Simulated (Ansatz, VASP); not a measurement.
## Two plane-wave programs on MgO

```xyz
2
Lattice="0.8317 2.6138 2.6138 2.6138 0.8317 2.6138 2.6138 2.6138 0.8317" Properties=species:S:1:pos:R:3 pbc="T T T"
Mg    0.0000    0.0000    0.0000
O     3.0296    3.0296    3.0296
```

Alike in both runs: task single point; functional PBE; k mesh 10 × 10 × 10; occupations gaussian, width 0.05 eV; no spin polarisation.

```csv
,VASP,Ansatz
version,VASP 6.6.1,Ansatz 0.2.0
potentials or method,"VASP PAW PBE potentials, release 64 (Mg, O), cutoff 520 eV","scalar-relativistic, plane waves, PAW"
valence electrons in the cell,8,16
```

|  | VASP | Ansatz | Ansatz less VASP |
| --- | --- | --- | --- |
| gap on the k mesh at the Fermi level (eV) | none | none | - |
| pressure (GPa) | 18.7 | 18.9 | +0.22 |
| traceless stress, the component that is largest in VASP (GPa) | -60.19 | -60.01 | +0.188 |

A gap of «none» marks a metal or a gap that the smearing closes. VASP's potentials hold 8 valence electrons a cell and Ansatz's 16, so a difference there can come from the potentials and not from the codes.
